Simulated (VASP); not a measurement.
A run of VASP 6.6.1:

Contents of INCAR:

```
PREC = Accurate
ENCUT = 690
EDIFF = 1E-6
ISMEAR = -1
SIGMA = 0.05
LREAL = False
LASPH = True
NELM = 200
ALGO = Normal
ISIF = 2
LWAVE = False
LCHARG = True
ISPIN = 2
MAGMOM = 0 0
LORBIT = 11
NUPDOWN = 0.0
LMAXMIX = 4
GGA = PS
LELF = True
LVHAR = True
NBANDS = 28
GGA_COMPAT = False
```

KPOINTS

```
Automatic mesh
0
Gamma
  10 10 6
```

The input POSCAR:

```
Co
1.0
    2.4719999032      0.0000000000      0.0000000000
   -1.2359999516      2.1408147143      0.0000000000
    0.0000000000      0.0000000000      4.0211440800
Co
2
Direct
    0.6666666667      0.3333333333      0.7500000000
    0.3333333333      0.6666666667      0.2500000000
```

Potentials or basis: VASP PAW PBE potentials, release 64 (Co_sv).

The run is started by

```sh
$ cat potpaw_PBE.64/Co_sv/POTCAR > POTCAR
$ mpirun -np 1 vasp_std > vasp.out
```

Hardware: 1 thread of Intel(R) Xeon(R) 6975P-C (Granite Rapids) (shared host).

**Question.** Estimate the wall time of this run.

**Answer.** Wall time 32 s on 1 thread of Intel(R) Xeon(R) 6975P-C (Granite Rapids) (shared host), peak memory 0.2 GiB. Counts: scf iterations 12, k points 56.
